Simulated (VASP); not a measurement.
A run of VASP 6.6.1:

File INCAR:

```
SYSTEM = BAu
PREC = Accurate ; ENCUT = 600
EDIFF = 1E-7 ; ISMEAR = 0
SIGMA = 0.1 ; LREAL = .FALSE.
LASPH = .TRUE. ; NELM = 100
ALGO = Normal ; ISIF = 3
LWAVE = .FALSE. ; LCHARG = .FALSE.
GGA = PE ; IBRION = 2
NSW = 100 ; EDIFFG = -0.01
```

The input KPOINTS:

```
Automatic mesh
0
G
  20 20 20
  0 0 0
```

The input POSCAR:

```
BAu
1.0
    0.0000000000      2.3550135132      2.3550135132
    2.3550135132      0.0000000000      2.3550135132
    2.3550135132      2.3550135132      0.0000000000
B Au
1 1
Direct
    0.0000000000      0.0000000000      0.0000000000
    0.5000000000      0.5000000000      0.5000000000
```

Potentials or basis: VASP PAW PBE potentials, release 64 (B, Au).

Run with:

```sh
$ cat potpaw_PBE.64/B/POTCAR potpaw_PBE.64/Au/POTCAR > POTCAR
$ mpirun -np 1 vasp_std > vasp.out
```

Hardware: 1 thread of AMD EPYC 9R45 96-Core Processor (Zen 5) (shared host).

Question: Estimate the wall time of this run.

Answer: It took 110 s on 1 thread of AMD EPYC 9R45 96-Core Processor (Zen 5), with other jobs on the host, peak memory 0.22 GiB. Counts: scf iterations 30, k points 256, ion steps 3.
